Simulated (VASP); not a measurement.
# Rh (I4/mmm) in VASP: notebook, part 2 of 2

VASP 6.6.1. Earlier steps stand in the parts before.

### Step 3. Single point, PBEsol (strain +0.030 along x and y, +0.000 along z)

INCAR reads:

```
SYSTEM = Rh
  PREC = Accurate
  ENCUT = 520
  EDIFF = 1E-6
  ISMEAR = 0
  SIGMA = 0.15
  LREAL = .False.
  LASPH = .True.
  NELM = 80
  ALGO = Fast
  ISIF = 2
  LWAVE = .False.
  LCHARG = .False.
  GGA = PS
  NBANDS = 14
```

KPOINTS reads:

```
regular mesh
0
Gamma
  22 22 22
  0 0 0
```

POSCAR reads:

```
Rh
1.0
    0.0000000000      1.9585965000      1.9015500000
    1.9585965000      0.0000000000      1.9015500000
    1.9585965000      1.9585965000      0.0000000000
Rh
1
Direct
    0.0000000000      0.0000000000      0.0000000000
```

Potentials or basis: VASP PAW PBE potentials, release 64 (Rh_pv).

The run is started by

```sh
cat potpaw_PBE.64/Rh_pv/POTCAR > POTCAR
mpirun -np 1 vasp_std > vasp.out
```

OUTCAR:

```text
SYSTEM = Rh
   PREC = Accurate
   ENCUT = 520
   EDIFF = 1E-6
   ISMEAR = 0
   LREAL = .False.
   LASPH = .True.
   NELM = 80
   ISIF = 2
   GGA = PS

 ion  position               nearest neighbor table
   1  0.000  0.000  0.000-

  LATTYP: Found a body centered tetragonal cell.
 ALAT       =     2.7698737335
 C/A-ratio  =     1.3730228761

  Lattice vectors:

 A1 = (   0.0000000000,  -1.9585965000,  -1.9015500000)
 A2 = (   0.0000000000,   1.9585965000,  -1.9015500000)
 A3 = (   1.9585965000,   0.0000000000,   1.9015500000)

Analysis of symmetry for initial positions (statically):
=====================================================================
 Subroutine PRICEL returns:
 Original cell was already a primitive cell.

 Routine SETGRP: Setting up the symmetry group for a
 body centered tetragonal supercell.

 Subroutine GETGRP returns: Found 16 space group operations
 (whereof 16 operations were pure point group operations)
 out of a pool of 16 trial point group operations.

The static configuration has the point symmetry D_4h.

Analysis of symmetry for dynamics (positions and initial velocities):
=====================================================================
 Subroutine PRICEL returns:
 Original cell was already a primitive cell.

 Routine SETGRP: Setting up the symmetry group for a
 body centered tetragonal supercell.

 Subroutine GETGRP returns: Found 16 space group operations
 (whereof 16 operations were pure point group operations)
 out of a pool of 16 trial point group operations.

The dynamic configuration has the point symmetry D_4h.

 Subroutine INISYM returns: Found 16 space group operations
 (whereof 16 operations are pure point group operations),
 and found     1 'primitive' translations

----------------------------------------------------------------------------------------

                                     Primitive cell

  volume of cell :      14.5891

  direct lattice vectors                    reciprocal lattice vectors
     0.000000000  1.958596500  1.901550000    -0.255284843  0.255284843  0.262943388
     1.958596500  0.000000000  1.901550000     0.255284843 -0.255284843  0.262943388
     1.958596500  1.958596500  0.000000000     0.255284843  0.255284843 -0.262943388

  length of vectors
     2.729833814  2.729833814  2.769873734     0.446631758  0.446631758  0.446631758

  position of ions in fractional coordinates (direct lattice)
     0.000000000  0.000000000  0.000000000

  ion indices of the primitive-cell ions
   primitive index   ion index
                 1           1

----------------------------------------------------------------------------------------

 KPOINTS: regular mesh

Automatic generation of k-mesh.
 Grid dimensions read from file:
 generate k-points for:   22   22   22

 Generating k-lattice:

  Cartesian coordinates                     Fractional coordinates (reciprocal lattice)
    -0.011603856  0.011603856  0.011951972     0.045454545  0.000000000  0.000000000
     0.011603856 -0.011603856  0.011951972     0.000000000  0.045454545  0.000000000
     0.011603856  0.011603856 -0.011951972     0.000000000  0.000000000  0.045454545

  Length of vectors
     0.020301444  0.020301444  0.020301444

  Shift w.r.t. Gamma in fractional coordinates (k-lattice)
     0.000000000  0.000000000  0.000000000

 Subroutine IBZKPT returns following result:
 ===========================================

 Found    834 irreducible k-points:

 Following reciprocal coordinates:
            Coordinates               Weight
  0.000000  0.000000  0.000000      1.000000
  0.045455 -0.000000  0.000000      8.000000
  0.090909 -0.000000  0.000000      8.000000
  0.136364 -0.000000  0.000000      8.000000
  0.181818 -0.000000  0.000000      8.000000
  0.227273 -0.000000  0.000000      8.000000
[... 16 lines left out ...]
  0.500000  0.045455  0.000000      8.000000
 -0.454545  0.045455  0.000000      8.000000
 [... further k-points ...]
   k-points           NKPTS =    834   k-points in BZ     NKDIM =    834   number of bands    NBANDS=     14
   number of dos      NEDOS =    301   number of ions     NIONS =      1
   total plane-waves  NPLWV =   9600
   dimension x,y,z NGX =    20 NGY =   20 NGZ =   24
   dimension x,y,z NGXF=    40 NGYF=   40 NGZF=   48
   ions per type =               1
   NGX,Y,Z   is equivalent  to a cutoff of  12.18, 12.18, 14.40 a.u.
   NGXF,Y,Z  is equivalent  to a cutoff of  24.36, 24.36, 28.81 a.u.
 SYSTEM =  Rh
   PREC   = accura    normal or accurate (medium, high low for compatibility)
   ISTART =      0    job   : 0-new  1-cont  2-samecut
   ICHARG =      2    charge: 1-file 2-atom 10-const
   ISPIN  =      1    spin polarized calculation?
   LNONCOLLINEAR =      F non collinear calculations
   LSORBIT =      F    spin-orbit coupling
   LASPH  =      T    aspherical Exc in radial PAW
   ENCUT  =  520.0 eV  38.22 Ry    6.18 a.u.   5.08  5.08  5.15*2*pi/ulx,y,z
   NELM   =     80;   NELMIN=  2; NELMDL= -5     # of ELM steps
   EDIFF  = 0.1E-05   stopping-criterion for ELM
   LREAL  =      F    real-space projection
   EDIFFG = 0.1E-04   stopping-criterion for IOM
   NSW    =      0    number of steps for IOM
   IBRION =     -1    ionic relax: 0-MD 1-quasi-New 2-CG
   NFREE  =      0    steps in history (QN), initial steepest desc. (CG)
   ISIF   =      2    stress and relaxation
   ISYM   =      2    0-nonsym 1-usesym 2-fastsym
   POTIM  = 0.5000    time-step for ionic-motion
   TEBEG  =    0.0;   TEEND  =   0.0 temperature during run
   PSTRESS=    0.0 pullay stress
   NELECT =      15.0000    total number of electrons
   NUPDOWN=      -1.0000    fix difference up-down
   EMIN   =  10.00;   EMAX   =-10.00  energy-range for DOS
   EFERMI =   0.00;   METHOD = LEGACY
   ISMEAR =     0;   SIGMA  =   0.15  broadening in eV -4-tet -1-fermi 0-gaus
   EFERMI_NEDOS =   21; number of points for ismear=-14 and -15
   IALGO  =     68    algorithm
   IMIX   =      4    mixing-type and parameters
     AMIX     =   0.40;   BMIX     =  1.00
     AMIX_MAG =   1.60;   BMIX_MAG =  1.00
  volume/ion in A,a.u.               =      14.59        98.45
  Fermi-wavevector in a.u.,A,eV,Ry     =   1.652327  3.122445 37.146419  2.730185
  Thomas-Fermi vector in A             =   2.740955
   LORBIT       =      0    0 simple, 1 ext, 2 COOP (PROOUT), +10 PAW based schemes
   GGA     = PS    functional components
   LHFCALC =     F    Hartree Fock is set to
   AEXX    =    0.0000 exact exchange contribution
   IVDW    =     0    specifies the selected vdW correction
   LEPSILON=     F    determine dielectric tensor
   LRPA    =     F    only Hartree local field effects (RPA)
 non-spin polarized calculation
 RMM-DIIS sequential band-by-band and
 Gauss-broadening in eV      SIGMA  =   0.15
  energy-cutoff  :      520.00
  volume of cell :       14.59
 maximum number of plane-waves:       407
   NGX = 11   NGY = 11   NGZ = 11

 number of electron      14.9999998 magnetization

 Free energy of the ion-electron system (eV)
  ---------------------------------------------------
  ext. energy  EPLUGINS =         0.00000000
  ---------------------------------------------------
  free energy    TOTEN  =        -8.07200227 eV

  energy without entropy =       -8.05546367  energy(sigma->0) =       -8.06373297

 E-fermi :  10.6904     XC(G=0): -13.8392

 val. band max:       10.6887946178   @ k =   0.3182  -0.0000   0.1818
 cond. band min:      10.6918928604   @ k =  -0.2727   0.1364   0.0909
 fundamental gap:      0.0030982426
 Fermi energy:        10.6904485025

 k-point     1 :       0.0000    0.0000    0.0000
  band No.  band energies     occupation
      1     -35.5422      2.00000
      2     -35.5422      2.00000
      3     -35.5267      2.00000
      4       3.0788      2.00000
      5       7.7814      2.00000
      6       7.7814      2.00000
      7       8.0692      2.00000
      8       9.6176      2.00000
      9       9.9645      2.00000
     10      26.6725      0.00000
     11      31.2348      0.00000
     12      31.4964      0.00000
     13      31.4964      0.00000
     14      32.3448      0.00000
[... 375 lines left out ...]
 k-point    24 :      -0.4545    0.0455    0.0000
  band No.  band energies     occupation
      1     -36.1261      2.00000
      2     -35.6390      2.00000
      3     -35.6126      2.00000
      4       5.0786      2.00000
      5       7.7188      2.00000
      6       7.9265      2.00000
      7      10.4354      1.98379
      8      11.1995      0.00000
      9      12.0468      0.00000
     10      18.8953      0.00000
     11      26.2656      0.00000
     12      31.1922      0.00000
     13      31.2238      0.00000
     14      31.2999      0.00000

 [... further k-points ...]
[... 5 lines left out ...]
  --------------------------------------------------------------------------------------
  -------------------------------------------------------------------------------------
  Total       -1.8750662     -1.8750662     -1.3317713      0.0000000      0.0000000      0.0000000
  in kB     -205.9204606   -205.9204606   -146.2556085      0.0000000      0.0000000      0.0000000
  external PRESSURE =    -186.0321766 kB  Pullay stress =       0.0000000 kB

 VOLUME and BASIS-vectors are now :
 -----------------------------------------------------------------------------
  energy-cutoff  :      520.00
  volume of cell :       14.59
      direct lattice vectors                 reciprocal lattice vectors
     0.000000000  1.958596500  1.901550000    -0.255284843  0.255284843  0.262943388
     1.958596500  0.000000000  1.901550000     0.255284843 -0.255284843  0.262943388
     1.958596500  1.958596500  0.000000000     0.255284843  0.255284843 -0.262943388

 POSITION                                       TOTAL-FORCE (eV/Angst)
 -----------------------------------------------------------------------------------
      0.00000      0.00000      0.00000         0.000000     -0.000000      0.000000
 -----------------------------------------------------------------------------------
    total drift:                                0.000000     -0.000000      0.000000

  FREE ENERGIE OF THE ION-ELECTRON SYSTEM (eV)
  ---------------------------------------------------
  free  energy   TOTEN  =        -8.0720022682 eV

  energy  without entropy=       -8.0554636691  energy(sigma->0) =       -8.06373297
```

stdout:

```text
POSCAR found type information on POSCAR Rh
 POSCAR found :  1 types and       1 ions
 scaLAPACK will be used
 -----------------------------------------------------------------------------
|                                                                             |
|                                                                             |
|     You enforced a specific xc type in the INCAR file but a different       |
|     I HOPE YOU KNOW WHAT YOU ARE DOING!                                     |
|                                                                             |
 -----------------------------------------------------------------------------

 LDA part: xc-table for (Slater+PW92), standard interpolation
 POSCAR, INCAR and KPOINTS ok, starting setup
 FFT: planning ... GRIDC
 FFT: planning ... GRID_SOFT
 FFT: planning ... GRID
 WAVECAR not read
 entering main loop
WARNING in EDDRMM: call to ZHEGV failed, returncode =   6  3     13
```

Wall time 1.8 min (1 thread of Intel Xeon 8259CL, shared host); peak memory 0.26 GiB.

What came out:

| Property | Result |
| --- | --- |
| Free energy | -8.0720 eV |
| Pressure | -18.6 GPa |
| Band gap on the k mesh | zero (an odd number of electrons rules out a gap without spin polarisation) |

Caveat: the cell differs from its parent crystal (strain +0.030 along x and y, +0.000 along z); the cell stands under tension; the PAW data sets were made with another functional, which shifts forces and pressure a little.

### Step 4. Single point, PBEsol (strain +0.015 along x and y, +0.030 along z)

INCAR reads:

```
PREC = Accurate ; ENCUT = 520
EDIFF = 1E-6 ; ISMEAR = 0
SIGMA = 0.15 ; LREAL = False
LASPH = True ; NELM = 80
ALGO = Fast ; ISIF = 2
LWAVE = False ; LCHARG = False
GGA = PS ; NBANDS = 14
```

KPOINTS reads:

```
regular mesh
0
Gamma
  22 22 22
```

POSCAR reads:

```
Rh
1.0
    0.0000000000      1.9300732500      1.9585965000
    1.9300732500      0.0000000000      1.9585965000
    1.9300732500      1.9300732500      0.0000000000
Rh
1
Direct
    0.0000000000      0.0000000000      0.0000000000
```

The run is started by

```sh
cat potpaw_PBE.64/Rh_pv/POTCAR > POTCAR
mpirun -np 1 vasp_std > vasp.out
```

It took 98 s on 1 thread of Intel Xeon 8259CL, shared host; peak memory 0.26 GiB.

Results (log left out):

* Free energy: -8.0757 eV
* Pressure: -18.7 GPa
* Band gap on the k mesh: zero (an odd number of electrons rules out a gap without spin polarisation)

Stress tensor (GPa, compression positive):
```
-17.71   0.00   0.00
  0.00 -17.71   0.00
  0.00   0.00 -20.77
```

Levels at points of the mesh, in eV from the Fermi level:
| k point | band 3 | band 4 | band 5 | band 6 | band 7 | band 8 | band 9 | band 10 | band 11 | band 12 |
| --- | --- | --- | --- | --- | --- | --- | --- | --- | --- | --- |
| (0.00, 0.00, 0.00) | -46.23 | -7.61 | -2.92 | -2.77 | -2.77 | -0.99 | -0.81 | 15.97 | 20.54 | 20.81 |
| (0.50, 0.00, 0.00) | -46.30 | -5.68 | -2.95 | -2.80 | 0.49 | 0.56 | 0.73 | 8.00 | 15.44 | 20.54 |
| (0.50, 0.50, 0.00) | -46.44 | -5.80 | -5.45 | 0.51 | 0.88 | 0.88 | 2.92 | 11.23 | 13.07 | 13.07 |
| (0.50, 0.00, 0.50) | -46.45 | -5.80 | -5.46 | 0.50 | 0.83 | 0.96 | 3.22 | 11.62 | 12.74 | 12.87 |

Caveat: the cell differs from its parent crystal (strain +0.015 along x and y, +0.030 along z); the cell stands under tension; the PAW data sets were made with another functional, which shifts forces and pressure a little.

### Step 5. Single point, PBEsol (strain +0.030 along x and y, +0.015 along z)

INCAR reads:

```
PREC = Accurate
ENCUT = 520
EDIFF = 1E-6
ISMEAR = 0
SIGMA = 0.15
LREAL = F
LASPH = T
NELM = 80
ALGO = Fast
ISIF = 2
LWAVE = F
LCHARG = F
GGA = PS
NBANDS = 14
```

KPOINTS reads:

```
Automatic mesh
0
Gamma
  22 22 22
```

POSCAR reads:

```
Rh
1.0
    0.0000000000      1.9585965000      1.9300732500
    1.9585965000      0.0000000000      1.9300732500
    1.9585965000      1.9585965000      0.0000000000
Rh
1
Direct
    0.0000000000      0.0000000000      0.0000000000
```

Potentials or basis: VASP PAW PBE potentials, release 64 (Rh_pv).

The run is started by

```sh
cat potpaw_PBE.64/Rh_pv/POTCAR > POTCAR
mpirun -np 1 vasp_std > vasp.out
```

OUTCAR:

```text
PREC = Accurate
   ENCUT = 520
   EDIFF = 1E-6
   ISMEAR = 0
   LREAL = F
   LASPH = T
   NELM = 80
   ISIF = 2
   GGA = PS

 ion  position               nearest neighbor table
   1  0.000  0.000  0.000-

  LATTYP: Found a body centered tetragonal cell.
 ALAT       =     2.7698737335
 C/A-ratio  =     1.3936182192

  Lattice vectors:

 A1 = (   0.0000000000,  -1.9585965000,  -1.9300732500)
 A2 = (   0.0000000000,   1.9585965000,  -1.9300732500)
 A3 = (   1.9585965000,   0.0000000000,   1.9300732500)

[... 577 lines left out ...]
      5       7.6058      2.00000
      6       7.6618      2.00000
      7      10.2107      1.96589
      8      10.8953      0.00001
      9      11.8054      0.00000
     10      18.4880      0.00000
     11      26.0053      0.00000
     12      30.7337      0.00000
     13      30.9263      0.00000
     14      31.0258      0.00000

 [... further k-points ...]
[... 5 lines left out ...]
  --------------------------------------------------------------------------------------
  -------------------------------------------------------------------------------------
  Total       -2.0663678     -2.0663678     -1.8010027      0.0000000      0.0000000     -0.0000000
  in kB     -223.5756383   -223.5756383   -194.8638186      0.0000000      0.0000000     -0.0000000
  external PRESSURE =    -214.0050318 kB  Pullay stress =       0.0000000 kB

 VOLUME and BASIS-vectors are now :
 -----------------------------------------------------------------------------
  energy-cutoff  :      520.00
  volume of cell :       14.81
      direct lattice vectors                 reciprocal lattice vectors
     0.000000000  1.958596500  1.930073250    -0.255284843  0.255284843  0.259057525
     1.958596500  0.000000000  1.930073250     0.255284843 -0.255284843  0.259057525
     1.958596500  1.958596500  0.000000000     0.255284843  0.255284843 -0.259057525

 POSITION                                       TOTAL-FORCE (eV/Angst)
 -----------------------------------------------------------------------------------
      0.00000      0.00000      0.00000         0.000000     -0.000000      0.000000
 -----------------------------------------------------------------------------------
    total drift:                                0.000000     -0.000000      0.000000

  FREE ENERGIE OF THE ION-ELECTRON SYSTEM (eV)
  ---------------------------------------------------
  free  energy   TOTEN  =        -8.0487886241 eV

  energy  without entropy=       -8.0318414343  energy(sigma->0) =       -8.04031503
```

It took 1.8 min on 1 thread of Intel Xeon 8259CL, shared host; peak memory 0.26 GiB.

Results:

| Item | Value |
| --- | --- |
| Free energy | -8.0488 eV |
| Pressure | -21.4 GPa |
| Band gap on the k mesh | zero (an odd number of electrons rules out a gap without spin polarisation) |

Caveat: the cell differs from its parent crystal (strain +0.030 along x and y, +0.015 along z); the cell stands under tension; the PAW data sets were made with another functional, which shifts forces and pressure a little.

### Step 6. Summary

| cell | gap on the mesh (eV) | pressure (GPa) |
| --- | --- | --- |
| a = 2.710, b = 2.710, c = 2.770 Å, angles 59.3, 59.3, 61.5°, 1 atom | none | -15.4 |
| a = 2.730, b = 2.730, c = 2.770 Å, angles 59.5, 59.5, 61.0°, 1 atom | none | -18.6 |
| a = 2.750, b = 2.750, c = 2.730 Å, angles 60.2, 60.2, 59.5°, 1 atom | none | -18.7 |
| a = 2.750, b = 2.750, c = 2.770 Å, angles 59.8, 59.8, 60.5°, 1 atom | none | -21.4 |

Alike in all rows: task single point; level PBEsol; potentials or basis VASP PAW PBE potentials, release 64 (Rh_pv); no spin polarisation; k mesh 22 × 22 × 22; cutoff (eV) 520; smearing gaussian 0.15 eV.

Caveats: the cell stands under tension; the PAW data sets were made with another functional, which shifts forces and pressure a little.

Absolute energies hang on the potentials; compare differences alone.
